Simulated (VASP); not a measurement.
# Rb (Fd-3m) in VASP: further runs

The runs below take Rb through single point, with PBEsol.

Everything below comes from runs of VASP 6.6.1. Logs are shortened: lines on timing, memory, paths and dates and some standing lists are left out, and cuts for length are marked.

## Step 1: The cell of the first run

Symmetry: Fd-3m, No. 227, cubic system. The conventional cell has a = 9.725 Å, b = 9.725 Å, c = 9.725 Å, α = 90.00°, β = 90.00°, γ = 90.00°. Rb (site symmetry -43m) has 4 Rb at 4.21 Å within 5.5 Å.

This isn't the form of Rb at room conditions, which is bcc.

## Step 2: Single point, PBEsol (114.95 Å³/atom)

Contents of INCAR:

```
SYSTEM = Rb
PREC     = Accurate       ! precision mode
ENCUT    = 520            ! plane-wave cutoff, eV
EDIFF    = 1E-7           ! SCF threshold, eV
ISMEAR   = -1             ! smearing method
SIGMA    = 0.1            ! smearing width, eV
LREAL    = .False.        ! projectors in reciprocal space
LASPH    = .True.         ! aspherical terms in the spheres
NELM     = 80             ! most SCF steps
ALGO     = Normal         ! electronic algorithm
ISIF     = 2              ! what is computed and relaxed
LWAVE    = .False.        ! write WAVECAR
LCHARG   = .True.         ! write CHGCAR
GGA      = PS             ! functional
LELF     = .True.         ! ELF
LVHAR    = .True.       
NBANDS   = 16             ! bands
```

Contents of KPOINTS:

```
regular mesh
0
Gamma
  6 6 6
  0 0 0
```

Contents of POSCAR:

```
Rb
1.0
    0.0000000000      4.8622518998      4.8622518998
    4.8622518998      0.0000000000      4.8622518998
    4.8622518998      4.8622518998      0.0000000000
Rb
2
Direct
    0.1250000000      0.1250000000      0.1250000000
    0.8750000000      0.8750000000      0.8750000000
```

Potentials or basis: VASP PAW PBE potentials, release 64 (Rb_sv).

On the command line:

```console
cat potpaw_PBE.64/Rb_sv/POTCAR > POTCAR
mpirun -np 1 vasp_std > vasp.out
```

OUTCAR:

```text
SYSTEM = Rb
   PREC = Accurate
   ENCUT = 520
   EDIFF = 1E-7
   ISMEAR = -1
   LREAL = .False.
   LASPH = .True.
   NELM = 80
   ISIF = 2
   GGA = PS

 ion  position               nearest neighbor table
   1  0.125  0.125  0.125-   2 4.21   2 4.21   2 4.21   2 4.21
   2  0.875  0.875  0.875-   1 4.21   1 4.21   1 4.21   1 4.21

  LATTYP: Found a face centered cubic cell.
 ALAT       =     9.7245037996

  Lattice vectors:

 A1 = (   0.0000000000,   4.8622518998,   4.8622518998)
 A2 = (   4.8622518998,   0.0000000000,   4.8622518998)
 A3 = (   4.8622518998,   4.8622518998,   0.0000000000)

Analysis of symmetry for initial positions (statically):
=====================================================================
 Subroutine PRICEL returns:
 Original cell was already a primitive cell.

 Routine SETGRP: Setting up the symmetry group for a
 face centered cubic supercell.

 Subroutine GETGRP returns: Found 48 space group operations
 (whereof 12 operations were pure point group operations)
 out of a pool of 48 trial point group operations.

The static configuration has the point symmetry D_3d.
 The point group associated with its full space group is O_h .

Analysis of symmetry for dynamics (positions and initial velocities):
=====================================================================
 Subroutine PRICEL returns:
 Original cell was already a primitive cell.

 Routine SETGRP: Setting up the symmetry group for a
 face centered cubic supercell.

 Subroutine GETGRP returns: Found 48 space group operations
 (whereof 12 operations were pure point group operations)
 out of a pool of 48 trial point group operations.

The dynamic configuration has the point symmetry D_3d.
 The point group associated with its full space group is O_h .

 Subroutine INISYM returns: Found 48 space group operations
 (whereof 12 operations are pure point group operations),
 and found     1 'primitive' translations

----------------------------------------------------------------------------------------

                                     Primitive cell

  volume of cell :     229.9018

  direct lattice vectors                    reciprocal lattice vectors
     0.000000000  4.862251900  4.862251900    -0.102833010  0.102833010  0.102833010
     4.862251900  0.000000000  4.862251900     0.102833010 -0.102833010  0.102833010
     4.862251900  4.862251900  0.000000000     0.102833010  0.102833010 -0.102833010

  length of vectors
     6.876262580  6.876262580  6.876262580     0.178111999  0.178111999  0.178111999

  position of ions in fractional coordinates (direct lattice)
     0.125000000  0.125000000  0.125000000
     0.875000000  0.875000000  0.875000000

  ion indices of the primitive-cell ions
   primitive index   ion index
                 1           1
                 2           2

----------------------------------------------------------------------------------------

 KPOINTS: regular mesh

Automatic generation of k-mesh.
 Grid dimensions read from file:
 generate k-points for:    6    6    6

 Generating k-lattice:

  Cartesian coordinates                     Fractional coordinates (reciprocal lattice)
    -0.017138835  0.017138835  0.017138835     0.166666667  0.000000000  0.000000000
     0.017138835 -0.017138835  0.017138835     0.000000000  0.166666667  0.000000000
     0.017138835  0.017138835 -0.017138835     0.000000000  0.000000000  0.166666667

  Length of vectors
     0.029685333  0.029685333  0.029685333

  Shift w.r.t. Gamma in fractional coordinates (k-lattice)
     0.000000000  0.000000000  0.000000000

 Subroutine IBZKPT returns following result:
 ===========================================

 Found     16 irreducible k-points:

 Following reciprocal coordinates:
            Coordinates               Weight
  0.000000  0.000000  0.000000      1.000000
  0.166667  0.000000  0.000000      8.000000
  0.333333  0.000000  0.000000      8.000000
  0.500000  0.000000  0.000000      4.000000
  0.166667  0.166667  0.000000      6.000000
  0.333333  0.166667  0.000000     24.000000
[... 8 lines left out ...]
 -0.333333  0.333333  0.166667     24.000000
 -0.333333  0.500000  0.166667     12.000000
   k-points           NKPTS =     16   k-points in BZ     NKDIM =     16   number of bands    NBANDS=     16
   number of dos      NEDOS =    301   number of ions     NIONS =      2
   total plane-waves  NPLWV = 157464
   dimension x,y,z NGX =    54 NGY =   54 NGZ =   54
   dimension x,y,z NGXF=   108 NGYF=  108 NGZF=  108
   ions per type =               2
   NGX,Y,Z   is equivalent  to a cutoff of  13.06, 13.06, 13.06 a.u.
   NGXF,Y,Z  is equivalent  to a cutoff of  26.11, 26.11, 26.11 a.u.
 SYSTEM =  Rb
   PREC   = accura    normal or accurate (medium, high low for compatibility)
   ISTART =      0    job   : 0-new  1-cont  2-samecut
   ICHARG =      2    charge: 1-file 2-atom 10-const
   ISPIN  =      1    spin polarized calculation?
[... 28 lines left out ...]
  Thomas-Fermi vector in A             =   1.784485
   LORBIT       =      0    0 simple, 1 ext, 2 COOP (PROOUT), +10 PAW based schemes
   GGA     = PS    functional components
   LHFCALC =     F    Hartree Fock is set to
   AEXX    =    0.0000 exact exchange contribution
   IVDW    =     0    specifies the selected vdW correction
   LEPSILON=     F    determine dielectric tensor
   LRPA    =     F    only Hartree local field effects (RPA)
 non-spin polarized calculation
  energy-cutoff  :      520.00
  volume of cell :      229.90
 maximum number of plane-waves:      6233
 NGX is ok and might be reduce to    54
   NGX = 25   NGY = 25   NGZ = 25

 number of electron      18.0000000 magnetization

 Free energy of the ion-electron system (eV)
  ---------------------------------------------------
  ext. energy  EPLUGINS =         0.00000000
  ---------------------------------------------------
  free energy    TOTEN  =        -1.49638736 eV

  energy without entropy =       -1.44081940  energy(sigma->0) =       -1.46860338

 E-fermi :  -0.4279     XC(G=0):  -4.9142

 val. band max:       -0.5122970731   @ k =   0.5000   0.0000   0.0000
 cond. band min:      -0.3950830621   @ k =   0.5000   0.5000   0.0000
 fundamental gap:      0.1172140110
 Fermi energy:        -0.4279101728

 k-point     1 :       0.0000    0.0000    0.0000
  band No.  band energies     occupation
      1     -29.7448      2.00000
      2     -29.7163      2.00000
      3     -13.8925      2.00000
      4     -13.8925      2.00000
      5     -13.8925      2.00000
      6     -13.7561      2.00000
[... 8 lines left out ...]
     15       2.0635      0.00000
     16       2.0635      0.00000

 k-point     2 :       0.1667    0.0000    0.0000
  band No.  band energies     occupation
      1     -29.7434      2.00000
      2     -29.7177      2.00000
      3     -13.8966      2.00000
      4     -13.8966      2.00000
      5     -13.8920      2.00000
      6     -13.7577      2.00000
[... 8 lines left out ...]
     15       1.9436      0.00000
     16       2.1637      0.00000

 k-point     3 :       0.3333    0.0000    0.0000
  band No.  band energies     occupation
      1     -29.7400      2.00000
      2     -29.7211      2.00000
      3     -13.9040      2.00000
      4     -13.9040      2.00000
      5     -13.8911      2.00000
      6     -13.7607      2.00000
[... 8 lines left out ...]
     15       2.0722      0.00000
     16       2.3709      0.00000

 k-point     4 :       0.5000    0.0000    0.0000
  band No.  band energies     occupation
      1     -29.7377      2.00000
      2     -29.7234      2.00000
      3     -13.9075      2.00000
      4     -13.9075      2.00000
      5     -13.8907      2.00000
      6     -13.7621      2.00000
[... 8 lines left out ...]
     15       2.1080      0.00000
     16       2.5209      0.00000
[... 172 lines left out ...]
 k-point    14 :       0.5000    0.3333    0.1667
  band No.  band energies     occupation
      1     -29.7367      2.00000
      2     -29.7244      2.00000
      3     -13.9202      2.00000
      4     -13.9135      2.00000
      5     -13.8617      2.00000
      6     -13.7902      2.00000
[... 8 lines left out ...]
     15       2.1833      0.00000
     16       2.4486      0.00000

 k-point    15 :      -0.3333    0.3333    0.1667
  band No.  band energies     occupation
      1     -29.7341      2.00000
      2     -29.7270      2.00000
      3     -13.9240      2.00000
      4     -13.9169      2.00000
      5     -13.8516      2.00000
      6     -13.8006      2.00000
[... 8 lines left out ...]
     15       2.2508      0.00000
     16       2.4052      0.00000

 k-point    16 :      -0.3333    0.5000    0.1667
  band No.  band energies     occupation
      1     -29.7306      2.00000
      2     -29.7306      2.00000
      3     -13.9230      2.00000
      4     -13.9230      2.00000
      5     -13.8264      2.00000
      6     -13.8264      2.00000
[... 8 lines left out ...]
     15       2.3756      0.00000
     16       2.3756      0.00000

------------------------ aborting loop because EDIFF is reached ----------------------------------------

  FORCE on cell =-STRESS in cart. coord.  units (eV):
  Direction    XX          YY          ZZ          XY          YZ          ZX
  --------------------------------------------------------------------------------------
  -------------------------------------------------------------------------------------
  Total        0.2435516      0.2435516      0.2435516      0.0000000      0.0000000      0.0000000
  in kB        1.6973022      1.6973022      1.6973022      0.0000000      0.0000000      0.0000000
  external PRESSURE =       1.6973022 kB  Pullay stress =       0.0000000 kB

 VOLUME and BASIS-vectors are now :
 -----------------------------------------------------------------------------
  energy-cutoff  :      520.00
  volume of cell :      229.90
      direct lattice vectors                 reciprocal lattice vectors
     0.000000000  4.862251900  4.862251900    -0.102833010  0.102833010  0.102833010
     4.862251900  0.000000000  4.862251900     0.102833010 -0.102833010  0.102833010
     4.862251900  4.862251900  0.000000000     0.102833010  0.102833010 -0.102833010

 POSITION                                       TOTAL-FORCE (eV/Angst)
 -----------------------------------------------------------------------------------
      1.21556      1.21556      1.21556        -0.000000     -0.000000     -0.000000
      8.50894      8.50894      8.50894         0.000000      0.000000      0.000000
 -----------------------------------------------------------------------------------
    total drift:                               -0.000000      0.000000     -0.000000

  FREE ENERGIE OF THE ION-ELECTRON SYSTEM (eV)
  ---------------------------------------------------
  free  energy   TOTEN  =        -1.4963873627 eV

  energy  without entropy=       -1.4408193969  energy(sigma->0) =       -1.46860338
```

Run time: 79 s. Hardware: 1 thread of Intel Xeon Platinum 8259CL at 2.50GHz (Skylake/Cascade Lake), shared host; peak memory 0.39 GiB.

What came out:

```yaml
Free_energy: -1.4964 eV
Pressure: 0.2 GPa
Band_gap_on_the_k_mesh: zero (bands 9 and 10 overlap by 0.26 eV)
```

Caveat: the PAW data sets were made with another functional, which shifts forces and pressure a little.

## Step 3: Single point, PBEsol (120.18 Å³/atom)

This run uses another cell than the first one, of 120.18 Å³/atom.

Contents of INCAR:

```
SYSTEM = Rb
PREC = Accurate ; ENCUT = 520
EDIFF = 1E-6 ; ISMEAR = -1
SIGMA = 0.1 ; LREAL = .False.
LASPH = .True. ; NELM = 100
ALGO = Normal ; ISIF = 2
LWAVE = .False. ; LCHARG = .False.
GGA = PS ; NBANDS = 16
```

Contents of KPOINTS:

```
Automatic mesh
0
Gamma
  6 6 6
  0 0 0
```

Contents of POSCAR:

```
Rb
1.0
    0.0000000000      4.9348335244      4.9348335244
    4.9348335244      0.0000000000      4.9348335244
    4.9348335244      4.9348335244      0.0000000000
Rb
2
Direct
    0.1250000000      0.1250000000      0.1250000000
    0.8750000000      0.8750000000      0.8750000000
```

Potentials or basis: VASP PAW PBE potentials, release 64 (Rb_sv).

On the command line:

```console
cat potpaw_PBE.64/Rb_sv/POTCAR > POTCAR
mpirun -np 1 vasp_std > vasp.out
```

Run time: 70 s. Hardware: 1 thread of Intel Xeon Platinum 8259CL at 2.50GHz (Skylake/Cascade Lake), shared host; peak memory 0.38 GiB.

The run converged. Its results:

| Item | Value |
| --- | --- |
| Free energy | -1.5054 eV |
| Pressure | 0.1 GPa |
| Band gap on the k mesh | zero (bands 9 and 10 overlap by 0.22 eV) |

Levels at points of the mesh, in eV from the Fermi level:
```
           k point  band 5  band 6  band 7  band 8  band 9  band 10  band 11  band 12  band 13  band 14
(0.00, 0.00, 0.00)  -13.45  -13.33  -13.33  -13.33   -1.69     2.12     2.12     2.12     2.23     2.23
(0.50, 0.00, 0.00)  -13.45  -13.33  -13.31  -13.31   -0.63    -0.07     1.76     1.76     2.09     2.46
(0.50, 0.50, 0.00)  -13.39  -13.39  -13.30  -13.30    0.03     0.03     1.08     1.08     1.77     1.77
```

Caveat: the PAW data sets were made with another functional, which shifts forces and pressure a little.

## Step 4: Single point, PBEsol (125.40 Å³/atom)

This run uses another cell than the first one, of 125.40 Å³/atom.

Contents of INCAR:

```
ALGO = Normal
EDIFF = 1E-7
ENCUT = 520
GGA = PS
ISIF = 2
ISMEAR = -1
LASPH = T
LCHARG = T
LELF = T
LREAL = F
LVHAR = T
LWAVE = F
NBANDS = 16
NELM = 100
PREC = Accurate
SIGMA = 0.1
```

Contents of KPOINTS:

```
k-points
0
Gamma
  6 6 6
```

Contents of POSCAR:

```
Rb
1.0
    0.0000000000      5.0053406720      5.0053406720
    5.0053406720      0.0000000000      5.0053406720
    5.0053406720      5.0053406720      0.0000000000
Rb
2
Direct
    0.1250000000      0.1250000000      0.1250000000
    0.8750000000      0.8750000000      0.8750000000
```

On the command line:

```console
cat potpaw_PBE.64/Rb_sv/POTCAR > POTCAR
mpirun -np 1 vasp_std > vasp.out
```

Run time: 88 s. Hardware: 1 thread of Intel Xeon Platinum 8259CL at 2.50GHz (Skylake/Cascade Lake), shared host; peak memory 0.39 GiB.

Results (log left out):

| Item | Value |
| --- | --- |
| Free energy | -1.5104 eV |
| Pressure | 0.0 GPa |
| Band gap on the k mesh | zero (bands 9 and 10 overlap by 0.19 eV) |

Levels at points of the mesh, in eV from the Fermi level:
```tsv
k point	band 6	band 7	band 8	band 9	band 10	band 11	band 12	band 13
(0.00, 0.00, 0.00)	-13.33	-13.33	-13.33	-1.64	2.09	2.09	2.09	2.24
(0.50, 0.00, 0.00)	-13.33	-13.32	-13.32	-0.63	-0.05	1.77	1.77	2.06
(0.50, 0.50, 0.00)	-13.38	-13.30	-13.30	0.02	0.02	1.09	1.09	1.72
```

Caveat: the PAW data sets were made with another functional, which shifts forces and pressure a little.

## Step 5: Single point, PBEsol (130.63 Å³/atom)

This run uses another cell than the first one, of 130.63 Å³/atom.

Contents of INCAR:

```
ALGO = Normal ; EDIFF = 1E-6
ENCUT = 520 ; GGA = PS
ISIF = 2 ; ISMEAR = -1
LASPH = T ; LCHARG = F
LREAL = F ; LWAVE = F
NBANDS = 16 ; NELM = 80
PREC = Accurate ; SIGMA = 0.1
```

KPOINTS is that of step 4.

Contents of POSCAR:

```
Rb
1.0
    0.0000000000      5.0739155040      5.0739155040
    5.0739155040      0.0000000000      5.0739155040
    5.0739155040      5.0739155040      0.0000000000
Rb
2
Direct
    0.1250000000      0.1250000000      0.1250000000
    0.8750000000      0.8750000000      0.8750000000
```

On the command line:

```console
cat potpaw_PBE.64/Rb_sv/POTCAR > POTCAR
mpirun -np 1 vasp_std > vasp.out
```

It took 74 s on 1 thread of Intel Xeon Platinum 8259CL at 2.50GHz (Skylake/Cascade Lake), shared host; peak memory 0.4 GiB.

It converged, with:

```yaml
Free_energy: -1.5120 eV
Pressure: 0.0 GPa
Band_gap_on_the_k_mesh: zero (bands 9 and 10 overlap by 0.16 eV)
```

Levels at points of the mesh, in eV from the Fermi level:
| k point | band 5 | band 6 | band 7 | band 8 | band 9 | band 10 | band 11 | band 12 | band 13 | band 14 |
| --- | --- | --- | --- | --- | --- | --- | --- | --- | --- | --- |
| (0.00, 0.00, 0.00) | -13.42 | -13.33 | -13.33 | -13.33 | -1.59 | 2.07 | 2.07 | 2.07 | 2.24 | 2.24 |
| (0.50, 0.00, 0.00) | -13.42 | -13.33 | -13.32 | -13.32 | -0.62 | -0.04 | 1.78 | 1.78 | 2.02 | 2.33 |
| (0.50, 0.50, 0.00) | -13.38 | -13.38 | -13.31 | -13.31 | 0.02 | 0.02 | 1.10 | 1.10 | 1.67 | 1.67 |

Caveat: the PAW data sets were made with another functional, which shifts forces and pressure a little.

## Step 6: Single point, PBEsol (135.85 Å³/atom)

This run uses another cell than the first one, of 135.85 Å³/atom.

Contents of INCAR:

```
SYSTEM = Rb
PREC     = Accurate       ! precision mode
ENCUT    = 520            ! plane-wave cutoff, eV
EDIFF    = 1E-7           ! SCF threshold, eV
ISMEAR   = -1             ! smearing method
SIGMA    = 0.1            ! smearing width, eV
LREAL    = .FALSE.        ! projectors in reciprocal space
LASPH    = .TRUE.         ! aspherical terms in the spheres
NELM     = 80             ! most SCF steps
ALGO     = Normal         ! electronic algorithm
ISIF     = 2              ! what is computed and relaxed
LWAVE    = .FALSE.        ! write WAVECAR
LCHARG   = .FALSE.        ! write CHGCAR
GGA      = PS             ! functional
NBANDS   = 16             ! bands
```

Contents of KPOINTS:

```
regular mesh
0
G
  6 6 6
  0 0 0
```

Contents of POSCAR:

```
Rb
1.0
    0.0000000000      5.1406852071      5.1406852071
    5.1406852071      0.0000000000      5.1406852071
    5.1406852071      5.1406852071      0.0000000000
Rb
2
Direct
    0.1250000000      0.1250000000      0.1250000000
    0.8750000000      0.8750000000      0.8750000000
```

Potentials or basis: VASP PAW PBE potentials, release 64 (Rb_sv).

On the command line:

```console
cat potpaw_PBE.64/Rb_sv/POTCAR > POTCAR
mpirun -np 1 vasp_std > vasp.out
```

It took 77 s on 1 thread of Intel Xeon Platinum 8259CL at 2.50GHz (Skylake/Cascade Lake), shared host; peak memory 0.4 GiB.

Results (log left out):

- Free energy: -1.5108 eV
- Pressure: 0.0 GPa
- Band gap on the k mesh: zero (bands 9 and 10 overlap by 0.14 eV)

Levels at points of the mesh, in eV from the Fermi level:
| k point | band 7 | band 8 | band 9 | band 10 | band 11 | band 12 |
| --- | --- | --- | --- | --- | --- | --- |
| (0.00, 0.00, 0.00) | -13.33 | -13.33 | -1.54 | 2.04 | 2.04 | 2.04 |
| (0.50, 0.00, 0.00) | -13.32 | -13.32 | -0.61 | -0.02 | 1.78 | 1.78 |
| (0.50, 0.50, 0.00) | -13.31 | -13.31 | 0.01 | 0.01 | 1.11 | 1.11 |

Caveat: the PAW data sets were made with another functional, which shifts forces and pressure a little.

## Step 7: Overview

```csv
cell,gap on the mesh (eV),pressure (GPa)
"a = 6.876 Å, angles 60.0°, 2 atoms",none,0.2
"a = 6.979 Å, angles 60.0°, 2 atoms",none,0.1
"a = 7.079 Å, angles 60.0°, 2 atoms",none,0.0
"a = 7.176 Å, angles 60.0°, 2 atoms",none,0.0
"a = 7.270 Å, angles 60.0°, 2 atoms",none,0.0
```

Alike in all rows: task single point; level PBEsol; potentials or basis VASP PAW PBE potentials, release 64 (Rb_sv); no spin polarisation; k mesh 6 × 6 × 6; cutoff (eV) 520; smearing fermi-dirac 0.1 eV.

Caveats: the PAW data sets were made with another functional, which shifts forces and pressure a little.

Absolute energies hang on the potentials; compare differences alone.
